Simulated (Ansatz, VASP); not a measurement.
# Ta in VASP and in Ansatz

```
Ta
1.0
     2.49064    0.00000    0.00000
     0.00000    2.49064    0.00000
     0.00000    0.00000    2.49064
Ta
1
Direct
  0.00000 0.00000 0.00000
```

Change from the starting cell: volume scaled by 0.8, PAW files.

Alike in both runs: task single point; functional LDA; k mesh 14 × 14 × 14; occupations fermi-dirac, width 0.05 eV; no spin polarisation.

|  | VASP | Ansatz |
| --- | --- | --- |
| version | VASP 6.6.1 | Ansatz 0.2.0 |
| potentials or method | VASP PAW LDA potentials, release 64 (Ta_pv) | PAW with Ansatz's default frozen-core files, scalar-relativistic |
| plane-wave cutoff (eV) | 520 | 420 |
| valence electrons in the cell | 11 | 13 |

```csv
,VASP,Ansatz,Ansatz less VASP
pressure (GPa),58.3,56.5,-1.78
```

LDA's correlation is that of Perdew and Zunger in VASP and of Perdew and Wang (1992) in Ansatz. Both programs put the cell under a high pressure, so it lies far from rest at this level. VASP's potentials hold 11 valence electrons a cell and Ansatz's 13, so a difference there can come from the potentials and not from the codes.

Spin-orbit coupling is off throughout.
